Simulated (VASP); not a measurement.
# GaN (I4/mmm) in VASP: a series of runs, part 2 of 3

VASP 6.6.1. The steps go on from the part before.

### Step 4. Single point, r2SCAN (uniaxial z strain -4.0%)

Contents of POSCAR:

```
GaN
1.0
    0.0000000000      2.1085152343      2.0241746249
    2.1085152343      0.0000000000      2.0241746249
    2.1085152343      2.1085152343      0.0000000000
Ga N
1 1
Direct
    0.0000000000      0.0000000000      0.0000000000
    0.5000000000      0.5000000000      0.5000000000
```

Contents of INCAR.step1:

```
PREC     = Accurate       # precision mode
ENCUT    = 910            # plane-wave cutoff, eV
ISMEAR   = 0              # smearing method
SIGMA    = 0.01           # smearing width, eV
LREAL    = F              # projectors in reciprocal space
LASPH    = T              # aspherical terms in the spheres
NELM     = 120            # most SCF steps
NBANDS   = 16             # bands
GGA      = PE             # functional
ALGO     = Normal         # electronic algorithm
EDIFF    = 1E-5           # SCF threshold, eV
LWAVE    = T              # write WAVECAR
LCHARG   = F              # write CHGCAR
GGA_COMPAT= F
```

Contents of INCAR.step2:

```
PREC     = Accurate       # precision mode
ENCUT    = 910            # plane-wave cutoff, eV
EDIFF    = 1E-6           # SCF threshold, eV
ISMEAR   = 0              # smearing method
SIGMA    = 0.01           # smearing width, eV
LREAL    = F              # projectors in reciprocal space
LASPH    = T              # aspherical terms in the spheres
NELM     = 120            # most SCF steps
ALGO     = Normal         # electronic algorithm
ISIF     = 2              # what is computed and relaxed
LWAVE    = F              # write WAVECAR
LCHARG   = F              # write CHGCAR
METAGGA  = R2SCAN         # meta-GGA
LMIXTAU  = T            
NBANDS   = 16             # bands
ISTART   = 1            
GGA_COMPAT= F
```

Contents of KPOINTS:

```
Automatic mesh
0
Gamma
  10 10 10
```

Potentials or basis: VASP PAW PBE potentials, release 64 (Ga_d, N_h).

Command:

```sh
$ cat potpaw_PBE.64/Ga_d/POTCAR potpaw_PBE.64/N_h/POTCAR > POTCAR
$ cp INCAR.step1 INCAR
$ mpirun -np 1 vasp_std > vasp.out
$ cp INCAR.step2 INCAR
$ mpirun -np 1 vasp_std > vasp.out
```

OUTCAR:

```text
PREC = Accurate
   ENCUT = 910
   EDIFF = 1E-6
   ISMEAR = 0
   LREAL = F
   LASPH = T
   NELM = 120
   ISIF = 2
   METAGGA = R2SCAN
   ISTART = 1

 ion  position               nearest neighbor table
   1  0.000  0.000  0.000-   2 2.02   2 2.02   2 2.11   2 2.11   2 2.11   2 2.11
   2  0.500  0.500  0.500-   1 2.02   1 2.02   1 2.11   1 2.11   1 2.11   1 2.11

  LATTYP: Found a body centered tetragonal cell.
 ALAT       =     2.9818908408
 C/A-ratio  =     1.3576450199

  Lattice vectors:

 A1 = (   0.0000000000,  -2.1085152343,  -2.0241746249)
 A2 = (   0.0000000000,   2.1085152343,  -2.0241746249)
 A3 = (   2.1085152343,   0.0000000000,   2.0241746249)

Analysis of symmetry for initial positions (statically):
=====================================================================
 Subroutine PRICEL returns:
 Original cell was already a primitive cell.

 Routine SETGRP: Setting up the symmetry group for a
 body centered tetragonal supercell.

 Subroutine GETGRP returns: Found 16 space group operations
 (whereof 16 operations were pure point group operations)
[... 158 lines left out ...]
  ---------------------------------------------------
  ext. energy  EPLUGINS =         0.00000000
  ---------------------------------------------------
  free energy    TOTEN  =       -20.92780303 eV

  energy without entropy =      -20.92780303  energy(sigma->0) =      -20.92780303

 E-fermi :   8.7310     XC(G=0): -14.4721

 val. band max:        8.6505206507   @ k =  -0.2000   0.0000   0.2000
 cond. band min:       9.8186639733   @ k =   0.5000   0.5000   0.0000
 fundamental gap:      1.1681433226
 Fermi energy:         8.7309773819

 k-point     1 :       0.0000    0.0000    0.0000
  band No.  band energies     occupation
      1      -9.9313      2.00000
      2      -5.7272      2.00000
      3      -5.7272      2.00000
      4      -5.7052      2.00000
      5      -5.6726      2.00000
      6      -5.6092      2.00000
[... 433 lines left out ...]
      3      -5.6099      2.00000
      4      -5.5183      2.00000
      5      -5.4598      2.00000
      6      -4.6038      2.00000
[... 8 lines left out ...]
     15      34.6316      0.00000
     16      37.3236      0.00000

 [... further k-points ...]
[... 5 lines left out ...]
  --------------------------------------------------------------------------------------
  -------------------------------------------------------------------------------------
  Total        1.0429842      1.0429842      2.3016592      0.0000000     -0.0000000      0.0000000
  in kB       92.8446461     92.8446461    204.8897124      0.0000000     -0.0000000      0.0000000
  external PRESSURE =     130.1930015 kB  Pullay stress =       0.0000000 kB

 VOLUME and BASIS-vectors are now :
 -----------------------------------------------------------------------------
  energy-cutoff  :      910.00
  volume of cell :       18.00
      direct lattice vectors                 reciprocal lattice vectors
     0.000000000  2.108515234  2.024174625    -0.237133691  0.237133691  0.247014261
     2.108515234  0.000000000  2.024174625     0.237133691 -0.237133691  0.247014261
     2.108515234  2.108515234  0.000000000     0.237133691  0.237133691 -0.247014261

 POSITION                                       TOTAL-FORCE (eV/Angst)
 -----------------------------------------------------------------------------------
      0.00000      0.00000      0.00000         0.000000      0.000000      0.000000
      2.10852      2.10852      2.02417         0.000000     -0.000000     -0.000000
 -----------------------------------------------------------------------------------
    total drift:                               -0.000000      0.000000      0.000000

  FREE ENERGIE OF THE ION-ELECTRON SYSTEM (eV)
  ---------------------------------------------------
  free  energy   TOTEN  =       -20.9278030256 eV

  energy  without entropy=      -20.9278030256  energy(sigma->0) =      -20.92780303
```

OUTCAR.step1:

```text
PREC = Accurate
   ENCUT = 910
   ISMEAR = 0
   LREAL = F
   LASPH = T
[... 678 lines left out ...]
 -----------------------------------------------------------------------------------
      0.00000      0.00000      0.00000         0.000000      0.000000     -0.000000
      2.10852      2.10852      2.02417         0.000000      0.000000      0.000000
 -----------------------------------------------------------------------------------
    total drift:                               -0.000000      0.000000      0.000000

  FREE ENERGIE OF THE ION-ELECTRON SYSTEM (eV)
  ---------------------------------------------------
  free  energy   TOTEN  =       -11.1082833663 eV

  energy  without entropy=      -11.1082833663  energy(sigma->0) =      -11.10828337
```

It took 4.1 min on 1 thread of Intel Xeon Platinum 8259CL at 2.50GHz (Skylake/Cascade Lake), shared host; peak memory 0.22 GiB.

What came out:

| Item | Value |
| --- | --- |
| Free energy | -20.9278 eV |
| Pressure | 13.0 GPa |
| Band gap on the k mesh | 1.17 eV (least direct gap 3.85 eV) |

Stress tensor (GPa, compression positive):
```
 9.28  0.00  0.00
 0.00  9.28  0.00
 0.00  0.00 20.49
```

Caveat: the cell differs from its parent crystal (uniaxial z strain -4.0%); the cutoff is under 1.25 times the usual one of these potentials, so pressure, stress and relaxed cells hold a basis-set (Pulay) error; the cell stands under pressure; the PAW data sets were made with another functional, which shifts forces and pressure a little. A k mesh can miss the band edges.

### Step 5. Single point, r2SCAN (uniaxial z strain -1.0%)

Contents of POSCAR:

```
GaN
1.0
    0.0000000000      2.1085152343      2.0874300820
    2.1085152343      0.0000000000      2.0874300820
    2.1085152343      2.1085152343      0.0000000000
Ga N
1 1
Direct
    0.0000000000      0.0000000000      0.0000000000
    0.5000000000      0.5000000000      0.5000000000
```

Contents of INCAR.step1:

```
ALGO = Normal ; EDIFF = 1E-5
ENCUT = 910 ; GGA = PE
GGA_COMPAT = False ; ISMEAR = 0
LASPH = True ; LCHARG = False
LREAL = False ; LWAVE = True
NBANDS = 16 ; NELM = 120
PREC = Accurate ; SIGMA = 0.01
```

Contents of INCAR.step2:

```
ALGO = Normal ; EDIFF = 1E-6
ENCUT = 910 ; GGA_COMPAT = False
ISIF = 2 ; ISMEAR = 0
ISTART = 1 ; LASPH = True
LCHARG = False ; LMIXTAU = True
LREAL = False ; LWAVE = False
METAGGA = R2SCAN ; NBANDS = 16
NELM = 120 ; PREC = Accurate
SIGMA = 0.01
```

Contents of KPOINTS:

```
k-points
0
Gamma
  10 10 10
```

Potentials or basis: VASP PAW PBE potentials, release 64 (Ga_d, N_h).

Command:

```sh
$ cat potpaw_PBE.64/Ga_d/POTCAR potpaw_PBE.64/N_h/POTCAR > POTCAR
$ cp INCAR.step1 INCAR
$ mpirun -np 1 vasp_std > vasp.out
$ cp INCAR.step2 INCAR
$ mpirun -np 1 vasp_std > vasp.out
```

OUTCAR:

```text
EDIFF = 1E-6
   ENCUT = 910
   ISIF = 2
   ISMEAR = 0
   ISTART = 1
   LASPH = True
   LREAL = False
   METAGGA = R2SCAN
   NELM = 120
   PREC = Accurate

 ion  position               nearest neighbor table
   1  0.000  0.000  0.000-   2 2.09   2 2.09   2 2.11   2 2.11   2 2.11   2 2.11
   2  0.500  0.500  0.500-   1 2.09   1 2.09   1 2.11   1 2.11   1 2.11   1 2.11

  LATTYP: Found a body centered tetragonal cell.
 ALAT       =     2.9818908408
 C/A-ratio  =     1.4000714268

  Lattice vectors:

 A1 = (   0.0000000000,  -2.1085152343,  -2.0874300820)
 A2 = (   0.0000000000,   2.1085152343,  -2.0874300820)
 A3 = (   2.1085152343,   0.0000000000,   2.0874300820)

Analysis of symmetry for initial positions (statically):
=====================================================================
 Subroutine PRICEL returns:
 Original cell was already a primitive cell.

 Routine SETGRP: Setting up the symmetry group for a
 body centered tetragonal supercell.

 Subroutine GETGRP returns: Found 16 space group operations
 (whereof 16 operations were pure point group operations)
 out of a pool of 16 trial point group operations.

The static configuration has the point symmetry D_4h.

Analysis of symmetry for dynamics (positions and initial velocities):
=====================================================================
 Subroutine PRICEL returns:
 Original cell was already a primitive cell.

 Routine SETGRP: Setting up the symmetry group for a
 body centered tetragonal supercell.

 Subroutine GETGRP returns: Found 16 space group operations
 (whereof 16 operations were pure point group operations)
 out of a pool of 16 trial point group operations.

The dynamic configuration has the point symmetry D_4h.

 Subroutine INISYM returns: Found 16 space group operations
 (whereof 16 operations are pure point group operations),
 and found     1 'primitive' translations

----------------------------------------------------------------------------------------

                                     Primitive cell

  volume of cell :      18.5607

  direct lattice vectors                    reciprocal lattice vectors
     0.000000000  2.108515234  2.087430082    -0.237133691  0.237133691  0.239528981
     2.108515234  0.000000000  2.087430082     0.237133691 -0.237133691  0.239528981
     2.108515234  2.108515234  0.000000000     0.237133691  0.237133691 -0.239528981

  length of vectors
     2.967018847  2.967018847  2.981890841     0.412115163  0.412115163  0.412115163

  position of ions in fractional coordinates (direct lattice)
     0.000000000  0.000000000  0.000000000
     0.500000000  0.500000000  0.500000000

  ion indices of the primitive-cell ions
   primitive index   ion index
                 1           1
                 2           2

----------------------------------------------------------------------------------------

 KPOINTS: k-points

Automatic generation of k-mesh.
 Grid dimensions read from file:
 generate k-points for:   10   10   10

 Generating k-lattice:

  Cartesian coordinates                     Fractional coordinates (reciprocal lattice)
    -0.023713369  0.023713369  0.023952898     0.100000000  0.000000000  0.000000000
     0.023713369 -0.023713369  0.023952898     0.000000000  0.100000000  0.000000000
     0.023713369  0.023713369 -0.023952898    -0.000000000 -0.000000000  0.100000000

  Length of vectors
     0.041211516  0.041211516  0.041211516

  Shift w.r.t. Gamma in fractional coordinates (k-lattice)
     0.000000000  0.000000000  0.000000000

 Subroutine IBZKPT returns following result:
 ===========================================

 Found    102 irreducible k-points:

 Following reciprocal coordinates:
            Coordinates               Weight
  0.000000  0.000000  0.000000      1.000000
  0.100000  0.000000  0.000000      8.000000
  0.200000  0.000000  0.000000      8.000000
  0.300000  0.000000  0.000000      8.000000
  0.400000 -0.000000  0.000000      8.000000
  0.500000  0.000000  0.000000      4.000000
[... 16 lines left out ...]
  0.300000  0.300000  0.000000      2.000000
  0.400000  0.300000  0.000000      8.000000
 [... further k-points ...]
   k-points           NKPTS =    102   k-points in BZ     NKDIM =    102   number of bands    NBANDS=     16
   number of dos      NEDOS =    301   number of ions     NIONS =      2
   total plane-waves  NPLWV =  27000
   dimension x,y,z NGX =    30 NGY =   30 NGZ =   30
   dimension x,y,z NGXF=    60 NGYF=   60 NGZF=   60
   ions per type =               1   1
   NGX,Y,Z   is equivalent  to a cutoff of  16.81, 16.81, 16.73 a.u.
   NGXF,Y,Z  is equivalent  to a cutoff of  33.62, 33.62, 33.45 a.u.
 SYSTEM =  unknown system
   PREC   = accura    normal or accurate (medium, high low for compatibility)
   ISTART =      1    job   : 0-new  1-cont  2-samecut
   ICHARG =      0    charge: 1-file 2-atom 10-const
   ISPIN  =      1    spin polarized calculation?
   LNONCOLLINEAR =      F non collinear calculations
   LSORBIT =      F    spin-orbit coupling
   LASPH  =      T    aspherical Exc in radial PAW
   ENCUT  =  910.0 eV  66.88 Ry    8.18 a.u.   7.30  7.30  7.33*2*pi/ulx,y,z
   NELM   =    120;   NELMIN=  2; NELMDL=  0     # of ELM steps
   EDIFF  = 0.1E-05   stopping-criterion for ELM
   LREAL  =      F    real-space projection
   EDIFFG = 0.1E-04   stopping-criterion for IOM
   NSW    =      0    number of steps for IOM
   IBRION =     -1    ionic relax: 0-MD 1-quasi-New 2-CG
   NFREE  =      0    steps in history (QN), initial steepest desc. (CG)
   ISIF   =      2    stress and relaxation
   ISYM   =      2    0-nonsym 1-usesym 2-fastsym
   POTIM  = 0.5000    time-step for ionic-motion
   TEBEG  =    0.0;   TEEND  =   0.0 temperature during run
   PSTRESS=    0.0 pullay stress
   NELECT =      18.0000    total number of electrons
   NUPDOWN=      -1.0000    fix difference up-down
   EMIN   =  10.00;   EMAX   =-10.00  energy-range for DOS
   EFERMI =   0.00;   METHOD = LEGACY
   ISMEAR =     0;   SIGMA  =   0.01  broadening in eV -4-tet -1-fermi 0-gaus
   EFERMI_NEDOS =   21; number of points for ismear=-14 and -15
   IALGO  =     38    algorithm
   IMIX   =      4    mixing-type and parameters
     AMIX     =   0.40;   BMIX     =  1.00
     AMIX_MAG =   1.60;   BMIX_MAG =  1.00
  volume/ion in A,a.u.               =       9.28        62.63
  Fermi-wavevector in a.u.,A,eV,Ry     =   1.620443  3.062194 35.726678  2.625837
  Thomas-Fermi vector in A             =   2.714381
   LORBIT       =      0    0 simple, 1 ext, 2 COOP (PROOUT), +10 PAW based schemes
   METAGGA = R2SCAN    functional components
   LHFCALC =     F    Hartree Fock is set to
   AEXX    =    0.0000 exact exchange contribution
   IVDW    =     0    specifies the selected vdW correction
   LEPSILON=     F    determine dielectric tensor
   LRPA    =     F    only Hartree local field effects (RPA)
 non-spin polarized calculation
 Gauss-broadening in eV      SIGMA  =   0.01
  energy-cutoff  :      910.00
  volume of cell :       18.56
 maximum number of plane-waves:      1187
 NGX is ok and might be reduce to    30
   NGX = 15   NGY = 15   NGZ = 15

 number of electron      18.0000000 magnetization

 Free energy of the ion-electron system (eV)
  ---------------------------------------------------
  ext. energy  EPLUGINS =         0.00000000
  ---------------------------------------------------
  free energy    TOTEN  =       -20.97185921 eV

  energy without entropy =      -20.97185921  energy(sigma->0) =      -20.97185921

 E-fermi :   8.3802     XC(G=0): -14.2744

 val. band max:        8.2208167211   @ k =  -0.2000   0.0000   0.2000
 cond. band min:       9.3905039103   @ k =   0.5000   0.5000   0.0000
 fundamental gap:      1.1696871892
 Fermi energy:         8.3802044409

 k-point     1 :       0.0000    0.0000    0.0000
  band No.  band energies     occupation
      1     -10.0027      2.00000
      2      -6.1423      2.00000
      3      -6.1423      2.00000
      4      -6.1376      2.00000
      5      -6.0765      2.00000
      6      -6.0619      2.00000
[... 8 lines left out ...]
     15      25.2686      0.00000
     16      25.5180      0.00000
[... 419 lines left out ...]
 k-point    24 :       0.4000    0.3000    0.0000
  band No.  band energies     occupation
      1      -8.2019      2.00000
      2      -6.2748      2.00000
      3      -6.0301      2.00000
      4      -5.9548      2.00000
      5      -5.9046      2.00000
      6      -5.0101      2.00000
[... 8 lines left out ...]
     15      34.1450      0.00000
     16      36.0454      0.00000

 [... further k-points ...]
[... 5 lines left out ...]
  --------------------------------------------------------------------------------------
  -------------------------------------------------------------------------------------
  Total        0.3363068      0.3363068      0.5879403      0.0000000     -0.0000000      0.0000000
  in kB       29.0302556     29.0302556     50.7514406      0.0000000     -0.0000000      0.0000000
  external PRESSURE =      36.2706506 kB  Pullay stress =       0.0000000 kB

 VOLUME and BASIS-vectors are now :
 -----------------------------------------------------------------------------
  energy-cutoff  :      910.00
  volume of cell :       18.56
      direct lattice vectors                 reciprocal lattice vectors
     0.000000000  2.108515234  2.087430082    -0.237133691  0.237133691  0.239528981
     2.108515234  0.000000000  2.087430082     0.237133691 -0.237133691  0.239528981
     2.108515234  2.108515234  0.000000000     0.237133691  0.237133691 -0.239528981

 POSITION                                       TOTAL-FORCE (eV/Angst)
 -----------------------------------------------------------------------------------
      0.00000      0.00000      0.00000         0.000000     -0.000000      0.000000
      2.10852      2.10852      2.08743        -0.000000      0.000000     -0.000000
 -----------------------------------------------------------------------------------
    total drift:                               -0.000000      0.000000      0.000000

  FREE ENERGIE OF THE ION-ELECTRON SYSTEM (eV)
  ---------------------------------------------------
  free  energy   TOTEN  =       -20.9718592084 eV

  energy  without entropy=      -20.9718592084  energy(sigma->0) =      -20.97185921
```

Run time: 5.2 min. Hardware: 1 thread of Intel Xeon Platinum 8488C (Sapphire Rapids), shared host; peak memory 0.22 GiB.

What came out:

```
Free energy            : -20.9719 eV
Pressure               : 3.6 GPa
Band gap on the k mesh : 1.17 eV (least direct gap 3.51 eV)
```

Stress tensor (GPa, compression positive):
```
2.90 0.00 0.00
0.00 2.90 0.00
0.00 0.00 5.08
```

Levels at points of the mesh, in eV from the valence-band top:
```
           k point  band 7  band 8  band 9  band 10  band 11  band 12
(0.00, 0.00, 0.00)   -0.59   -0.50   -0.50     3.01    15.54    15.54
(0.50, 0.00, 0.00)   -8.42   -0.19   -0.14     5.46     9.83    10.05
(0.50, 0.50, 0.00)   -7.32   -3.21   -3.21     1.17     8.46    13.33
(0.50, 0.00, 0.50)   -7.35   -3.22   -3.07     1.27     8.58    13.20
```

Caveat: the cell differs from its parent crystal (uniaxial z strain -1.0%); the cutoff is under 1.25 times the usual one of these potentials, so pressure, stress and relaxed cells hold a basis-set (Pulay) error; the cell stands under pressure; the PAW data sets were made with another functional, which shifts forces and pressure a little. A k mesh can miss the band edges.

[end of part 2 of 3]
